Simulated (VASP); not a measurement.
Input of a VASP 6.6.1 run:

INCAR

```
SYSTEM = Sb
ALGO = Normal
EDIFF = 1E-6
ENCUT = 520
GGA = PE
ISIF = 2
ISMEAR = -1
LASPH = .TRUE.
LCHARG = .TRUE.
LELF = .TRUE.
LREAL = .FALSE.
LVHAR = .TRUE.
LWAVE = .FALSE.
NBANDS = 12
NELM = 100
PREC = Accurate
SIGMA = 0.05
```

File KPOINTS:

```
k-points
0
G
  9 9 9
  0 0 0
```

The input POSCAR:

```
Sb
1.0
    2.1755285804      1.2711226823      3.7609612501
   -2.1256720836      1.2496166789      3.7394552467
    0.0063035032     -2.4645793611      3.7315835032
Sb
2
Direct
    0.2336400000      0.2336400000      0.2336400000
    0.7663600000      0.7663600000      0.7663600000
```

Potentials or basis: VASP PAW PBE potentials, release 64 (Sb).

Command:

```bash
$ cat potpaw_PBE.64/Sb/POTCAR > POTCAR
$ mpirun -np 1 vasp_std > vasp.out
```

**Question.** Predict the pressure.

**Answer.** 3.2 GPa.

**Question.** What does it give for the band gap on the k mesh?

**Answer.** Zero (bands 5 and 6 overlap by 0.02 eV).

Stress tensor (GPa, compression positive):
```
 3.72 -0.06 -0.30
-0.06  3.08 -0.62
-0.30 -0.62  2.85
```

Caveat: the cell differs from its parent crystal (equal xy, yz and zx shear strains of +1 %); the cell stands under pressure; spin-orbit coupling is left out, which moves the levels of the heavy elements.
